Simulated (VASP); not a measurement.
AgCl: relaxation of cell and atoms with r2SCAN

Crystal: AgCl.

```xyz
2
Lattice="2.7726 2.7726 0.0000 -2.7726 2.7726 0.0000 0.0000 2.7726 2.7726" Properties=species:S:1:pos:R:3 pbc="T T T"
Ag    0.0000    0.0000    0.0000
Cl    0.0000    2.7726    0.0000
```

```
Program                : VASP 6.6.1
Task                   : relaxation of cell and atoms
Functional             : r2SCAN
Potentials or basis    : VASP PAW PBE potentials, release 64 (Ag, Cl)
Cutoff                 : 600 eV
k mesh                 : 8 × 8 × 8
Occupations            : gaussian, width 0.01 eV
Spin                   : no spin polarisation
Target pressure        : 10 GPa
Dipole correction      : no
Further INCAR settings : ALGO = Normal; EDIFF = 1e-07; IBRION = 2; EDIFFG = -0.002; NSW = 100; ISIF = 3
```

* Relaxed volume: 18.56 Å³/atom
* Relaxed cell: a = 3.745 Å, b = 3.745 Å, c = 3.745 Å, α = 60.00°, β = 60.00°, γ = 90.00°
* Space group after relaxing (to 0.1 Å): Fm-3m (No. 225)
* Energy change on relaxing (the run minimises the enthalpy): +74.2 meV/atom
* Ionic steps: 6
* Pressure after relaxing: 10.0 GPa
* Band gap on the k mesh: 1.47 eV (least direct gap 4.28 eV)

Step by step:
```csv
step,energy change (eV),largest force (eV/Å),pressure (GPa),volume (Å³)
1,0.0000,0.0000,-0.04,42.63
2,0.3322,0.0000,16.97,34.91
3,0.1476,0.0000,9.98,37.14
4,0.1542,0.0000,10.25,37.03
5,0.1449,0.0000,9.86,37.18
6,0.1483,0.0000,10.00,37.13
```

Final structure:
```
Ag Cl
1.0
     2.64783    2.64783    0.00000
    -2.64783    2.64783    0.00000
     0.00000    2.64783    2.64783
Ag Cl
1 1
Cartesian
  0.0000 0.0000 0.0000
  0.0000 2.6478 0.0000
```

Levels at points of the mesh, in eV from the valence-band top:
```tsv
k point	band 5	band 6	band 7	band 8	band 9	band 10	band 11	band 12	band 13
(0.00, 0.00, 0.00)	-3.08	-3.08	-3.08	-3.04	-3.04	1.47	11.27	11.27	11.27
(0.50, 0.00, 0.00)	-2.59	-2.59	-2.18	0.00	0.00	4.30	7.96	7.96	8.03
(0.50, 0.50, 0.00)	-3.56	-2.79	-2.43	-2.43	-2.19	2.66	8.17	9.78	13.14
```

Run time: 6.5 min on 1 thread of AMD EPYC 7R13, with other jobs on the host, peak memory 0.21 GiB.

Caveat: the cell is relaxed towards a set pressure, so the run minimises the enthalpy, not the energy; the PAW data sets were made with another functional, which shifts forces and pressure a little. A k mesh can miss the band edges.
